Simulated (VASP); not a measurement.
Input of a VASP 6.6.1 run:

Contents of INCAR:

```
SYSTEM = Ti4Al
ALGO = Normal ; EDIFF = 1E-6
ENCUT = 520 ; GGA = PE
ISIF = 2 ; ISMEAR = -1
ISYM = 0 ; LASPH = .TRUE.
LCHARG = .TRUE. ; LELF = .TRUE.
LREAL = Auto ; LVHAR = .TRUE.
LWAVE = .FALSE. ; NBANDS = 118
NELM = 60 ; PREC = Accurate
SIGMA = 0.05
```

KPOINTS

```
Automatic mesh
0
Gamma
  1 1 1
  0.25 0.25 0.25
```

File POSCAR:

```
Ti4Al
1.0
    7.4031320000      0.0101080000     -0.1346870000
    0.0101080000      7.0902150000     -0.0499130000
   -0.1346870000     -0.0499130000      7.0297780000
Ti Al
16 4
Direct
    0.8406614456      1.0081514634      0.3514522126
    0.5148922753      0.9148790699      0.5605520765
    0.3979307944      0.1915149690      0.8535569959
   -0.0184479308      0.3953070024      0.3719905895
    0.6285859217      0.2410426707      0.1789334620
    0.3071259497      0.4686217375      0.1195941308
    0.3613708525      0.4578673467      0.5525347300
    0.9687728001      0.7159868846      0.0743955436
    0.6841632884      0.2647883212      0.5818053259
    0.7375727577      0.9698211605      0.8778459498
    0.8697469973      0.7034118814      0.6177724262
    0.2816042811      0.1326564001      0.3630087201
    0.4043416855      0.8685980878      0.1201946783
    0.0805434224      0.0399650574      0.6606692171
    0.6032132296      0.5613100639      0.8778938182
    0.2430382402      0.7081415564      0.8120833348
    0.9737132977      0.4085453018      0.8504061216
    0.1842396950      0.7663606402      0.4154829712
    0.6630653488      0.6124657415      0.2936519880
    0.0504714096      0.1007875237      0.0531400068
```

Potentials or basis: VASP PAW PBE potentials, release 64 (Ti_sv, Al).

Launch:

```bash
$ cat potpaw_PBE.64/Ti_sv/POTCAR potpaw_PBE.64/Al/POTCAR > POTCAR
$ mpirun -np 1 vasp_std > vasp.out
```

(1) Predict the band gap on the k mesh.

(2) Estimate the pressure.

(3) Estimate the largest force.

Results:

(1) 0.07 eV.

(2) -5.8 GPa.

(3) 1.156 eV/Å.

Caveat: the k points lie up to 0.89 Å⁻¹ apart.
